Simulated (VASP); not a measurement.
# W (Fmmm) in VASP: further runs

Runs on W. Level: r2SCAN. Tasks: single point.

All numbers are computed with VASP 6.6.1; they aren't measurements. Logs are shortened: lines on timing, memory, paths and dates and some standing lists are left out, and cuts for length are marked.

### 1 The cell of the first run

It takes space group Fmmm (No. 69, orthorhombic). The conventional cell has a = 3.195 Å, b = 4.179 Å, c = 4.857 Å, α = 90.00°, β = 90.00°, γ = 90.00°. W (site symmetry mmm) has 14 W at 2.63 to 3.20 Å within 3.5 Å.

### 2 Single point, r2SCAN (strain -0.1500 x Voigt [0, 0, 0, 1, 0, 0])

Input file POSCAR:

```
W
1.0
   -1.5973000000      1.4775025000      1.4775025000
    1.5973000000     -1.7170975000      1.7170975000
    1.5973000000      1.7170975000     -1.7170975000
W
1
Direct
    0.0000000000      0.0000000000      0.0000000000
```

Input file INCAR.step1:

```
PREC     = Accurate       # precision mode
ENCUT    = 520            # plane-wave cutoff, eV
ISMEAR   = 0              # smearing method
SIGMA    = 0.15           # smearing width, eV
LREAL    = False          # projectors in reciprocal space
LASPH    = True           # aspherical terms in the spheres
NELM     = 80             # most SCF steps
NBANDS   = 13             # bands
GGA      = PE             # functional
ALGO     = Normal         # electronic algorithm
EDIFF    = 1E-4           # SCF threshold, eV
LWAVE    = True           # write WAVECAR
LCHARG   = False          # write CHGCAR
```

Input file INCAR.step2:

```
PREC     = Accurate       # precision mode
ENCUT    = 520            # plane-wave cutoff, eV
EDIFF    = 1E-6           # SCF threshold, eV
ISMEAR   = 0              # smearing method
SIGMA    = 0.15           # smearing width, eV
LREAL    = False          # projectors in reciprocal space
LASPH    = True           # aspherical terms in the spheres
NELM     = 80             # most SCF steps
ALGO     = Normal         # electronic algorithm
ISIF     = 2              # what is computed and relaxed
LWAVE    = False          # write WAVECAR
LCHARG   = False          # write CHGCAR
METAGGA  = R2SCAN         # meta-GGA
LMIXTAU  = True         
NBANDS   = 13             # bands
ISTART   = 1
```

Input file KPOINTS:

```
Automatic mesh
0
Gamma
  20 20 20
```

Potentials or basis: VASP PAW PBE potentials, release 64 (W_sv).

Run with:

```
$ cat potpaw_PBE.64/W_sv/POTCAR > POTCAR
$ cp INCAR.step1 INCAR
$ mpirun -np 1 vasp_std > vasp.out
$ cp INCAR.step2 INCAR
$ mpirun -np 1 vasp_std > vasp.out
```

OUTCAR:

```text
PREC = Accurate
   ENCUT = 520
   EDIFF = 1E-6
   ISMEAR = 0
   LREAL = False
   LASPH = True
   NELM = 80
   ISIF = 2
   METAGGA = R2SCAN
   ISTART = 1

 ion  position               nearest neighbor table
   1  0.000  0.000  0.000-

  LATTYP: Found a face centered orthorhombic cell.
 ALAT       =     3.1946000000
 B/A-ratio  =     1.3081475452
 C/A-ratio  =     1.5202795796

  Lattice vectors:

 A1 = (   0.0000000000,  -0.2395950000,   3.1946000000)
 A2 = (   1.5973000000,  -1.7170975000,   1.7170975000)
 A3 = (   1.5973000000,   1.4775025000,   1.4775025000)

Analysis of symmetry for initial positions (statically):
=====================================================================
 Subroutine PRICEL returns:
 Original cell was already a primitive cell.

 Routine SETGRP: Setting up the symmetry group for a
 face centered orthorhombic supercell.

 Subroutine GETGRP returns: Found  8 space group operations
 (whereof  8 operations were pure point group operations)
 out of a pool of  8 trial point group operations.

The static configuration has the point symmetry D_2h.

Analysis of symmetry for dynamics (positions and initial velocities):
=====================================================================
 Subroutine PRICEL returns:
 Original cell was already a primitive cell.

 Routine SETGRP: Setting up the symmetry group for a
 face centered orthorhombic supercell.

 Subroutine GETGRP returns: Found  8 space group operations
 (whereof  8 operations were pure point group operations)
 out of a pool of  8 trial point group operations.

The dynamic configuration has the point symmetry D_2h.

 Subroutine INISYM returns: Found  8 space group operations
 (whereof  8 operations are pure point group operations),
 and found     1 'primitive' translations

----------------------------------------------------------------------------------------

                                     Primitive cell

  volume of cell :      16.2095

  direct lattice vectors                    reciprocal lattice vectors
    -1.597300000  1.477502500  1.477502500     0.000000000  0.338408903  0.338408903
     1.597300000 -1.717097500  1.717097500     0.313028235  0.023609923  0.314798979
     1.597300000  1.717097500 -1.717097500     0.313028235  0.314798979  0.023609923

  length of vectors
     2.630094022  2.906581315  2.906581315     0.478582460  0.444570019  0.444570019

  position of ions in fractional coordinates (direct lattice)
     0.000000000  0.000000000  0.000000000

  ion indices of the primitive-cell ions
   primitive index   ion index
                 1           1

----------------------------------------------------------------------------------------

 KPOINTS: Automatic mesh

Automatic generation of k-mesh.
 Grid dimensions read from file:
 generate k-points for:   20   20   20

 Generating k-lattice:

  Cartesian coordinates                     Fractional coordinates (reciprocal lattice)
     0.000000000  0.016920445  0.016920445     0.050000000  0.000000000  0.000000000
     0.015651412  0.001180496  0.015739949     0.000000000  0.050000000 -0.000000000
     0.015651412  0.015739949  0.001180496     0.000000000 -0.000000000  0.050000000

  Length of vectors
     0.023929123  0.022228501  0.022228501

  Shift w.r.t. Gamma in fractional coordinates (k-lattice)
     0.000000000  0.000000000  0.000000000

 Subroutine IBZKPT returns following result:
 ===========================================

 Found   1166 irreducible k-points:

 Following reciprocal coordinates:
            Coordinates               Weight
  0.000000  0.000000  0.000000      1.000000
  0.050000  0.000000  0.000000      2.000000
  0.100000  0.000000  0.000000      2.000000
  0.150000  0.000000  0.000000      2.000000
  0.200000  0.000000  0.000000      2.000000
  0.250000  0.000000  0.000000      2.000000
[... 16 lines left out ...]
  0.050000  0.100000  0.000000      8.000000
  0.100000  0.100000  0.000000      8.000000
 [... further k-points ...]
   k-points           NKPTS =   1166   k-points in BZ     NKDIM =   1166   number of bands    NBANDS=     13
   number of dos      NEDOS =    301   number of ions     NIONS =      1
   total plane-waves  NPLWV =  11520
   dimension x,y,z NGX =    20 NGY =   24 NGZ =   24
   dimension x,y,z NGXF=    40 NGYF=   48 NGZF=   48
   ions per type =               1
   NGX,Y,Z   is equivalent  to a cutoff of  12.64, 13.73, 13.73 a.u.
   NGXF,Y,Z  is equivalent  to a cutoff of  25.28, 27.45, 27.45 a.u.
 SYSTEM =  unknown system
   PREC   = accura    normal or accurate (medium, high low for compatibility)
   ISTART =      1    job   : 0-new  1-cont  2-samecut
   ICHARG =      0    charge: 1-file 2-atom 10-const
   ISPIN  =      1    spin polarized calculation?
   LNONCOLLINEAR =      F non collinear calculations
   LSORBIT =      F    spin-orbit coupling
   LASPH  =      T    aspherical Exc in radial PAW
   ENCUT  =  520.0 eV  38.22 Ry    6.18 a.u.   4.89  5.40  5.40*2*pi/ulx,y,z
   NELM   =     80;   NELMIN=  2; NELMDL=  0     # of ELM steps
   EDIFF  = 0.1E-05   stopping-criterion for ELM
   LREAL  =      F    real-space projection
   EDIFFG = 0.1E-04   stopping-criterion for IOM
   NSW    =      0    number of steps for IOM
   IBRION =     -1    ionic relax: 0-MD 1-quasi-New 2-CG
   NFREE  =      0    steps in history (QN), initial steepest desc. (CG)
   ISIF   =      2    stress and relaxation
   ISYM   =      2    0-nonsym 1-usesym 2-fastsym
   POTIM  = 0.5000    time-step for ionic-motion
   TEBEG  =    0.0;   TEEND  =   0.0 temperature during run
   PSTRESS=    0.0 pullay stress
   NELECT =      14.0000    total number of electrons
   NUPDOWN=      -1.0000    fix difference up-down
   EMIN   =  10.00;   EMAX   =-10.00  energy-range for DOS
   EFERMI =   0.00;   METHOD = LEGACY
   ISMEAR =     0;   SIGMA  =   0.15  broadening in eV -4-tet -1-fermi 0-gaus
   EFERMI_NEDOS =   21; number of points for ismear=-14 and -15
   IALGO  =     38    algorithm
   IMIX   =      4    mixing-type and parameters
     AMIX     =   0.40;   BMIX     =  1.00
     AMIX_MAG =   1.60;   BMIX_MAG =  1.00
  volume/ion in A,a.u.               =      16.21       109.39
  Fermi-wavevector in a.u.,A,eV,Ry     =   1.559053  2.946183 33.070962  2.430647
  Thomas-Fermi vector in A             =   2.662468
   LORBIT       =      0    0 simple, 1 ext, 2 COOP (PROOUT), +10 PAW based schemes
   METAGGA = R2SCAN    functional components
   LHFCALC =     F    Hartree Fock is set to
   AEXX    =    0.0000 exact exchange contribution
   IVDW    =     0    specifies the selected vdW correction
   LEPSILON=     F    determine dielectric tensor
   LRPA    =     F    only Hartree local field effects (RPA)
 non-spin polarized calculation
 Gauss-broadening in eV      SIGMA  =   0.15
  energy-cutoff  :      520.00
  volume of cell :       16.21
 maximum number of plane-waves:       453
   NGX =  9   NGY = 11   NGZ = 11

 number of electron      14.0000001 magnetization

 Free energy of the ion-electron system (eV)
  ---------------------------------------------------
  ext. energy  EPLUGINS =         0.00000000
  ---------------------------------------------------
  free energy    TOTEN  =       -51.18378007 eV

  energy without entropy =      -51.17867573  energy(sigma->0) =      -51.18122790

 E-fermi :  11.0659     XC(G=0): -14.7938

 val. band max:       11.0596980175   @ k =  -0.3000   0.3500   0.2000
 cond. band min:      11.0690287805   @ k =   0.1000  -0.1000   0.1000
 fundamental gap:      0.0093307630
 Fermi energy:        11.0659190471

 k-point     1 :       0.0000    0.0000    0.0000
  band No.  band energies     occupation
      1     -65.1787      2.00000
      2     -28.2956      2.00000
      3     -28.0017      2.00000
      4     -27.8216      2.00000
      5       0.9980      2.00000
      6       8.3152      2.00000
      7       9.1345      2.00000
      8      11.1259      0.57153
      9      13.5946      0.00000
     10      14.2614      0.00000
     11      24.7898      0.00000
     12      26.3396      0.00000
     13      27.7696      0.00000

 k-point     2 :       0.0500    0.0000    0.0000
  band No.  band energies     occupation
      1     -65.1731      2.00000
      2     -28.2935      2.00000
      3     -28.0213      2.00000
      4     -27.8679      2.00000
      5       1.1456      2.00000
      6       8.4671      2.00000
      7       9.2034      2.00000
      8      11.0054      1.43195
      9      13.5334      0.00000
     10      13.9640      0.00000
     11      25.0093      0.00000
     12      26.6058      0.00000
     13      28.1672      0.00000

 k-point     3 :       0.1000    0.0000    0.0000
  band No.  band energies     occupation
      1     -65.1567      2.00000
      2     -28.2873      2.00000
      3     -28.0775      2.00000
      4     -28.0007      2.00000
      5       1.5741      2.00000
      6       8.9189      2.00000
      7       9.4011      2.00000
      8      10.6729      1.99979
      9      13.2099      0.00000
     10      13.3738      0.00000
     11      25.6087      0.00000
     12      27.3719      0.00000
     13      29.1708      0.00000
[... 305 lines left out ...]
 k-point    23 :       0.0500    0.1000    0.0000
  band No.  band energies     occupation
      1     -65.1484      2.00000
      2     -28.3307      2.00000
      3     -28.2128      2.00000
      4     -27.9305      2.00000
      5       1.8918      2.00000
      6       8.6358      2.00000
      7       9.6336      2.00000
      8      10.6506      1.99991
      9      13.0489      0.00000
     10      13.6373      0.00000
     11      25.8846      0.00000
     12      27.9364      0.00000
     13      29.2845      0.00000

 k-point    24 :       0.1000    0.1000    0.0000
  band No.  band energies     occupation
      1     -65.1241      2.00000
      2     -28.4166      2.00000
      3     -28.2943      2.00000
      4     -28.0260      2.00000
      5       2.5292      2.00000
      6       8.9198      2.00000
      7       9.8129      2.00000
      8      10.6573      1.99988
      9      12.3449      0.00000
     10      13.4811      0.00000
     11      26.5771      0.00000
     12      28.5913      0.00000
     13      30.1034      0.00000

 [... further k-points ...]

------------------------ aborting loop because EDIFF is reached ----------------------------------------

  FORCE on cell =-STRESS in cart. coord.  units (eV):
  Direction    XX          YY          ZZ          XY          YZ          ZX
  --------------------------------------------------------------------------------------
  -------------------------------------------------------------------------------------
  Total        0.0957923     -0.1377172     -0.1377172      0.0000000      2.2736244      0.0000000
  in kB        9.4682916    -13.6122197    -13.6122197      0.0000000    224.7292702      0.0000000
  external PRESSURE =      -5.9187159 kB  Pullay stress =       0.0000000 kB

 VOLUME and BASIS-vectors are now :
 -----------------------------------------------------------------------------
  energy-cutoff  :      520.00
  volume of cell :       16.21
      direct lattice vectors                 reciprocal lattice vectors
    -1.597300000  1.477502500  1.477502500     0.000000000  0.338408903  0.338408903
     1.597300000 -1.717097500  1.717097500     0.313028235  0.023609923  0.314798979
     1.597300000  1.717097500 -1.717097500     0.313028235  0.314798979  0.023609923

 POSITION                                       TOTAL-FORCE (eV/Angst)
 -----------------------------------------------------------------------------------
      0.00000      0.00000      0.00000         0.000000      0.000000      0.000000
 -----------------------------------------------------------------------------------
    total drift:                                0.000000      0.000000     -0.000000

  FREE ENERGIE OF THE ION-ELECTRON SYSTEM (eV)
  ---------------------------------------------------
  free  energy   TOTEN  =       -51.1837800666 eV

  energy  without entropy=      -51.1786757343  energy(sigma->0) =      -51.18122790
```

It took 9.9 min on 1 thread of Intel Xeon Platinum 8488C (Sapphire Rapids), shared host; peak memory 0.34 GiB.

What came out:

* Free energy: -51.1838 eV
* Pressure: -0.6 GPa
* Band gap on the k mesh: zero (bands 7 and 8 overlap by 4.51 eV)

Levels at points of the mesh, in eV from the Fermi level:
| k point | band 4 | band 5 | band 6 | band 7 | band 8 | band 9 | band 10 | band 11 |
| --- | --- | --- | --- | --- | --- | --- | --- | --- |
| (0.00, 0.00, 0.00) | -38.89 | -10.07 | -2.75 | -1.93 | 0.06 | 2.53 | 3.20 | 13.72 |
| (0.50, 0.00, 0.00) | -39.28 | -6.44 | -3.39 | 1.49 | 1.81 | 1.92 | 7.25 | 10.88 |
| (0.00, 0.50, 0.00) | -38.99 | -6.46 | -3.87 | 0.42 | 2.41 | 3.21 | 5.59 | 11.61 |
| (0.00, 0.50, 0.50) | -38.93 | -6.75 | -4.30 | -0.82 | 3.49 | 4.32 | 5.27 | 9.24 |
| (0.50, 0.50, 0.50) | -39.77 | -6.09 | -5.80 | 3.50 | 4.73 | 6.79 | 7.67 | 8.26 |

Caveat: the cell differs from its parent crystal (strain -0.1500 x Voigt [0, 0, 0, 1, 0, 0]); the PAW data sets were made with another functional, which shifts forces and pressure a little; spin-orbit coupling is left out, which moves the levels of the heavy elements.

[end of part 1 of 2]
